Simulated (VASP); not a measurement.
# MnS in VASP: a series of runs, part 2 of 2

VASP 6.6.1.

### Step 4. Single point, PBE+U, collinear spin, ferromagnetic start (18.25 Å³/atom)

Contents of INCAR:

```
SYSTEM = MnS
ALGO = Normal ; EDIFF = 1E-6
ENCUT = 520 ; GGA = PE
ISIF = 2 ; ISMEAR = 0
ISPIN = 2 ; LASPH = .True.
LCHARG = .False. ; LDAU = .True.
LDAUJ = 0 0 ; LDAUL = 2 -1
LDAUPRINT = 1 ; LDAUTYPE = 2
LDAUU = 3.9 0 ; LMAXMIX = 4
LORBIT = 11 ; LREAL = .False.
LWAVE = .False. ; MAGMOM = 4.98 0.12
NBANDS = 20 ; NELM = 150
PREC = Accurate ; SIGMA = 0.05
```

Contents of KPOINTS:

```
k-points
0
Gamma
  8 8 8
  0 0 0
```

Contents of POSCAR:

```
MnS
1.0
    0.0000000000      2.6327938319      2.6327938319
    2.6327938319      0.0000000000      2.6327938319
    2.6327938319      2.6327938319      0.0000000000
Mn S
1 1
Direct
    0.0000000000      0.0000000000      0.0000000000
    0.5000000000      0.5000000000      0.5000000000
```

Potentials or basis: VASP PAW PBE potentials, release 64 (Mn_pv, S).

Launch:

```sh
$ cat potpaw_PBE.64/Mn_pv/POTCAR potpaw_PBE.64/S/POTCAR > POTCAR
$ mpirun -np 1 vasp_std > vasp.out
```

OUTCAR:

```text
SYSTEM = MnS
   EDIFF = 1E-6
   ENCUT = 520
   GGA = PE
   ISIF = 2
   ISMEAR = 0
   ISPIN = 2
   LASPH = .True.
   LORBIT = 11
   LREAL = .False.
   NELM = 150
   PREC = Accurate

 ion  position               nearest neighbor table
   1  0.000  0.000  0.000-   2 2.63   2 2.63   2 2.63   2 2.63   2 2.63   2 2.63
   2  0.500  0.500  0.500-   1 2.63   1 2.63   1 2.63   1 2.63   1 2.63   1 2.63

  LATTYP: Found a face centered cubic cell.
 ALAT       =     5.2655876638

  Lattice vectors:

 A1 = (   0.0000000000,   2.6327938319,   2.6327938319)
 A2 = (   2.6327938319,   0.0000000000,   2.6327938319)
 A3 = (   2.6327938319,   2.6327938319,   0.0000000000)

Analysis of symmetry for initial positions (statically):
=====================================================================
 Subroutine PRICEL returns:
 Original cell was already a primitive cell.

 Routine SETGRP: Setting up the symmetry group for a
 face centered cubic supercell.

 Subroutine GETGRP returns: Found 48 space group operations
 (whereof 48 operations were pure point group operations)
 out of a pool of 48 trial point group operations.

The static configuration has the point symmetry O_h .

Analysis of symmetry for dynamics (positions and initial velocities):
=====================================================================
 Subroutine PRICEL returns:
 Original cell was already a primitive cell.

 Routine SETGRP: Setting up the symmetry group for a
 face centered cubic supercell.

 Subroutine GETGRP returns: Found 48 space group operations
 (whereof 48 operations were pure point group operations)
 out of a pool of 48 trial point group operations.

The dynamic configuration has the point symmetry O_h .

Analysis of structural, dynamic, and magnetic symmetry:
[... 183 lines left out ...]
  o =  0.9547  v =  0.0000  0.0000 -0.9999  0.0000 -0.0101  0.0000  0.0000  0.0000  0.0000  0.0000      0.0000  0.0000  0.0000  0.0000  0.0000  0.0000  0.0000  0.0000  0.0000  0.0000
  o =  0.9547  v =  0.0000 -0.0000  0.0101  0.0000 -0.9999  0.0000  0.0000  0.0000  0.0000  0.0000      0.0000  0.0000  0.0000  0.0000  0.0000  0.0000  0.0000  0.0000  0.0000  0.0000

 number of electron      18.9999992 magnetization       5.0000109

 Free energy of the ion-electron system (eV)
  ---------------------------------------------------
  ext. energy  EPLUGINS =         0.00000000
  ---------------------------------------------------
  free energy    TOTEN  =       -12.98873354 eV

  energy without entropy =      -12.98873354  energy(sigma->0) =      -12.98873354

 E-fermi :   6.2038     XC(G=0): -10.4443

 val. band max:        5.9988898936   @ k =   0.5000   0.0000   0.0000
 cond. band min:       6.7381214711   @ k =   0.5000   0.5000   0.0000
 fundamental gap:      0.7392315775
 Fermi energy:         6.2037644968

 spin component 1

 k-point     1 :       0.0000    0.0000    0.0000
  band No.  band energies     occupation
      1     -44.6568      1.00000
      2     -44.6568      1.00000
      3     -44.6568      1.00000
      4      -7.8793      1.00000
      5       1.2103      1.00000
      6       1.2103      1.00000
[... 1097 lines left out ...]
     19      21.4552      0.00000
     20      22.2172      0.00000

 [... further k-points ...]

------------------------ aborting loop because EDIFF is reached ----------------------------------------

  FORCE on cell =-STRESS in cart. coord.  units (eV):
  Direction    XX          YY          ZZ          XY          YZ          ZX
  --------------------------------------------------------------------------------------
  -------------------------------------------------------------------------------------
  Total        0.2981403      0.2981403      0.2981403     -0.0000000      0.0000000     -0.0000000
  in kB       13.0873184     13.0873184     13.0873184     -0.0000000      0.0000000     -0.0000000
  external PRESSURE =      13.0873184 kB  Pullay stress =       0.0000000 kB

 VOLUME and BASIS-vectors are now :
 -----------------------------------------------------------------------------
  energy-cutoff  :      520.00
  volume of cell :       36.50
      direct lattice vectors                 reciprocal lattice vectors
     0.000000000  2.632793832  2.632793832    -0.189912326  0.189912326  0.189912326
     2.632793832  0.000000000  2.632793832     0.189912326 -0.189912326  0.189912326
     2.632793832  2.632793832  0.000000000     0.189912326  0.189912326 -0.189912326

 POSITION                                       TOTAL-FORCE (eV/Angst)
 -----------------------------------------------------------------------------------
      0.00000      0.00000      0.00000         0.000000      0.000000     -0.000000
      2.63279      2.63279      2.63279         0.000000      0.000000      0.000000
 -----------------------------------------------------------------------------------
    total drift:                               -0.000000      0.000000      0.000000

  FREE ENERGIE OF THE ION-ELECTRON SYSTEM (eV)
  ---------------------------------------------------
  free  energy   TOTEN  =       -12.9887335430 eV

  energy  without entropy=      -12.9887335430  energy(sigma->0) =      -12.98873354

 total charge

# of ion       s       p       d       tot
------------------------------------------
    1        0.213   6.160   4.882  11.256
    2        1.321   2.450   0.000   3.771
--------------------------------------------------
tot          1.535   8.611   4.882  15.028

 magnetization (x)

# of ion       s       p       d       tot
------------------------------------------
    1        0.048   0.036   4.515   4.600
    2        0.020   0.060   0.000   0.081
--------------------------------------------------
tot          0.068   0.097   4.515   4.680
```

Wall time 53 s (1 thread of Oxide Virtual Turin-like, shared host); peak memory 0.15 GiB.

What came out:

* Free energy: -12.9887 eV
* Pressure: 1.3 GPa
* Band gap on the k mesh: 0.74 eV (least direct gap 2.65 eV)
* Net moment: 5.00 μB per cell
* Site moments: Mn +4.60; S +0.08 μB
* Valence electrons inside the program's atomic spheres: Mn 11.26; S 3.77

Levels at points of the mesh, in eV from the valence-band top:
Spin up:
| k point | band 9 | band 10 | band 11 | band 12 | band 13 | band 14 | band 15 | band 16 |
| --- | --- | --- | --- | --- | --- | --- | --- | --- |
| (0.00, 0.00, 0.00) | -4.77 | -1.33 | -1.33 | -1.33 | 1.85 | 8.57 | 8.57 | 8.57 |
| (0.50, 0.00, 0.00) | -4.41 | -3.74 | 0.00 | 0.00 | 3.15 | 5.68 | 5.68 | 8.46 |
| (0.50, 0.50, 0.00) | -4.30 | -3.84 | -2.91 | -2.91 | 1.05 | 5.33 | 10.30 | 11.95 |
Spin down:
| k point | band 4 | band 5 | band 6 | band 7 | band 8 | band 9 | band 10 | band 11 |
| --- | --- | --- | --- | --- | --- | --- | --- | --- |
| (0.00, 0.00, 0.00) | -13.62 | -1.16 | -1.16 | -1.16 | 2.17 | 2.17 | 2.17 | 2.17 |
| (0.50, 0.00, 0.00) | -12.40 | -5.71 | -2.46 | -2.46 | 3.37 | 3.37 | 3.45 | 3.72 |
| (0.50, 0.50, 0.00) | -12.20 | -4.97 | -2.64 | -2.64 | 0.74 | 2.53 | 2.67 | 3.67 |

Eigenvalues of the final occupation matrices:
```
    site  spin  trace               eigenvalues
site 1 d     1   4.71  0.93 0.93 0.93 0.95 0.95
site 1 d     2   0.19  0.01 0.01 0.01 0.07 0.07
```

Caveat: a cell with one magnetic atom can't hold antiferromagnetic order, which such compounds often take. The state reached can hang on the start; a lower one may exist.

### Step 5. Single point, PBE+U, collinear spin, ferromagnetic start (18.70 Å³/atom)

Contents of INCAR:

```
SYSTEM = MnS
  ALGO = Normal
  EDIFF = 1E-6
  ENCUT = 520
  GGA = PE
  ISIF = 2
  ISMEAR = 0
  ISPIN = 2
  LASPH = .TRUE.
  LCHARG = .FALSE.
  LDAU = .TRUE.
  LDAUJ = 0 0
  LDAUL = 2 -1
  LDAUPRINT = 1
  LDAUTYPE = 2
  LDAUU = 3.9 0
  LMAXMIX = 4
  LORBIT = 11
  LREAL = .FALSE.
  LWAVE = .FALSE.
  MAGMOM = 5 0.11
  NBANDS = 20
  NELM = 150
  PREC = Accurate
  SIGMA = 0.05
```

Contents of KPOINTS:

```
k-points
0
G
  8 8 8
  0 0 0
```

Contents of POSCAR:

```
MnS
1.0
    0.0000000000      2.6543123046      2.6543123046
    2.6543123046      0.0000000000      2.6543123046
    2.6543123046      2.6543123046      0.0000000000
Mn S
1 1
Direct
    0.0000000000      0.0000000000      0.0000000000
    0.5000000000      0.5000000000      0.5000000000
```

Launch:

```sh
$ cat potpaw_PBE.64/Mn_pv/POTCAR potpaw_PBE.64/S/POTCAR > POTCAR
$ mpirun -np 1 vasp_std > vasp.out
```

It took 53 s on 1 thread of Oxide Virtual Turin-like, shared host; peak memory 0.15 GiB.

It converged, with:

```yaml
Free_energy: -12.9909 eV
Pressure: -0.6 GPa
Band_gap_on_the_k_mesh: 0.89 eV (least direct gap 2.70 eV)
Net_moment: 5.00 μB per cell
Site_moments: Mn +4.61; S +0.07 μB
Valence_electrons_inside_the_program's_atomic_spheres: Mn 11.24; S 3.76
```

Levels at points of the mesh, in eV from the valence-band top:
Spin up:
```csv
k point,band 10,band 11,band 12,band 13,band 14,band 15
"(0.00, 0.00, 0.00)",-1.25,-1.25,-1.25,1.74,8.59,8.59
"(0.50, 0.00, 0.00)",-3.71,0.00,0.00,3.19,5.72,5.72
"(0.50, 0.50, 0.00)",-3.84,-2.78,-2.78,1.06,5.39,10.15
```
Spin down:
```
           k point  band 4  band 5  band 6  band 7  band 8  band 9  band 10  band 11
(0.00, 0.00, 0.00)  -13.42   -1.08   -1.08   -1.08    2.26    2.26     2.27     2.27
(0.50, 0.00, 0.00)  -12.26   -5.52   -2.33   -2.33    3.42    3.42     3.49     3.76
(0.50, 0.50, 0.00)  -12.06   -4.78   -2.52   -2.52    0.89    2.55     2.74     3.70
```

Eigenvalues of the final occupation matrices:
```
    site  spin  trace               eigenvalues
site 1 d     1   4.71  0.93 0.93 0.93 0.95 0.95
site 1 d     2   0.18  0.01 0.01 0.01 0.07 0.07
```

Caveat: a cell with one magnetic atom can't hold antiferromagnetic order, which such compounds often take. A k mesh can miss the band edges.

### Step 6. Overview

| spin | cell | gap on the mesh (eV) | pressure (GPa) | moment (μB) |
| --- | --- | --- | --- | --- |
| collinear, antiferromagnetic start | a = 6.397 Å, angles 33.7°, 4 atoms, atomic positions A | 2.30 | 1.0 | 0.00 |
| collinear, ferromagnetic start | a = 3.723 Å, angles 60.0°, 2 atoms, atomic positions B | 0.74 | 1.3 | 5.00 |
| collinear, ferromagnetic start | a = 3.754 Å, angles 60.0°, 2 atoms, atomic positions B | 0.89 | -0.6 | 5.00 |

Alike in all rows: task single point; level PBE+U; potentials or basis VASP PAW PBE potentials, release 64 (Mn_pv, S); Mn d U = 3.9 eV; k mesh 8 × 8 × 8; cutoff (eV) 520; smearing gaussian 0.05 eV.

Caveats: a cell with one magnetic atom can't hold antiferromagnetic order, which such compounds often take (at least some runs); the antiferromagnetic order is the one typed at the start, and another may lie lower (at least some runs).

Absolute energies hang on the potentials; compare differences alone.
